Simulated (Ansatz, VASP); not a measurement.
## CO2: VASP beside Ansatz

Contents of INCAR:

```
PREC = Accurate
ENCUT = 520
EDIFF = 1E-7
ISMEAR = 0
SIGMA = 0.05
LREAL = False
LASPH = True
NELM = 60
ALGO = Normal
ISIF = 2
LWAVE = False
LCHARG = False
GGA = PE
IVDW = 12
NBANDS = 44
```

KPOINTS

```
regular mesh
0
Gamma
  6 6 4
```

File POSCAR:

```
CO2
1.0
   -4.4266922703      0.0000000000      0.0000000000
    0.0000000000      0.0000000000     -4.8089842275
    0.0000000000     -8.8533845406      0.0000000000
C O
4 8
Direct
    0.5000000000      0.5000000000      0.2500000000
    0.5000000000      0.5000000000      0.7500000000
    0.0000000000      0.0000000000      0.5000000000
    0.0000000000      0.0000000000      0.0000000000
    0.6867475125      0.5000000000      0.1566262438
    0.6867475125      0.5000000000      0.6566262438
    0.3132524875      0.5000000000      0.3433737562
    0.3132524875      0.5000000000      0.8433737562
    0.8132524875      0.0000000000      0.4066262438
    0.8132524875      0.0000000000      0.9066262438
    0.1867475125      0.0000000000      0.0933737562
    0.1867475125      0.0000000000      0.5933737562
```

Input for Ansatz:

```yaml
crystal:
  lattice:
    - [-4.4266922703, 0.0, 0.0]
    - [0.0, 0.0, -4.8089842275]
    - [0.0, -8.8533845406, 0.0]
  atoms:
    - { symbol: C, position: [0.5, 0.5, 0.25] }
    - { symbol: C, position: [0.5, 0.5, 0.75] }
    - { symbol: C, position: [0.0, 0.0, 0.5] }
    - { symbol: C, position: [0.0, 0.0, 0.0] }
    - { symbol: O, position: [0.6867475125, 0.5, 0.1566262438] }
    - { symbol: O, position: [0.6867475125, 0.5, 0.6566262438] }
    - { symbol: O, position: [0.3132524875, 0.5, 0.3433737562] }
    - { symbol: O, position: [0.3132524875, 0.5, 0.8433737562] }
    - { symbol: O, position: [0.8132524875, 0.0, 0.4066262438] }
    - { symbol: O, position: [0.8132524875, 0.0, 0.9066262438] }
    - { symbol: O, position: [0.1867475125, 0.0, 0.0933737562] }
    - { symbol: O, position: [0.1867475125, 0.0, 0.5933737562] }
basis:
  ecutwfc: 420
kpoints:
  mp_grid: { grid: [6, 6, 4] }
hamiltonian:
  xc: pbe
  dispersion: d3bj
scf:
  occupations: { method: gaussian, width: 0.05 }
output:
  forces: true
  stress: true
  eigenvalues: true
  write_density: true
  write_potential: true
  elf: true
  volumetric_format: npy
```

Alike in both runs: task single point; functional PBE; dispersion D3(BJ); k mesh 6 × 6 × 4; occupations gaussian, width 0.05 eV; no spin polarisation.

|  | VASP | Ansatz |
| --- | --- | --- |
| version | VASP 6.6.1 | Ansatz 0.2.0 |
| potentials or method | VASP PAW PBE potentials, release 64 (C, O), cutoff 520 eV | scalar-relativistic, plane waves, PAW |
| valence electrons in the cell | 64 | 64 |

|  | VASP | Ansatz | Ansatz less VASP |
| --- | --- | --- | --- |
| gap on the k mesh at the Fermi level (eV) | 6.53 | 6.55 | +0.018 |
| least direct gap on the mesh (eV) | 6.87 | 6.89 | +0.018 |
| pressure (GPa) | 1.4 | 0.0 | -1.40 |
| traceless stress, the component that is largest in VASP (GPa) | -1.69 | -0.02 | +1.670 |
| rms of the force components (eV/Å) | 0.298 | 0.000 | -0.2977 |

Atom by atom the forces differ by 0.298 eV/Å (rms over components).

Noted on VASP's run: the standard files for N, O and F lose accuracy on very short bonds.
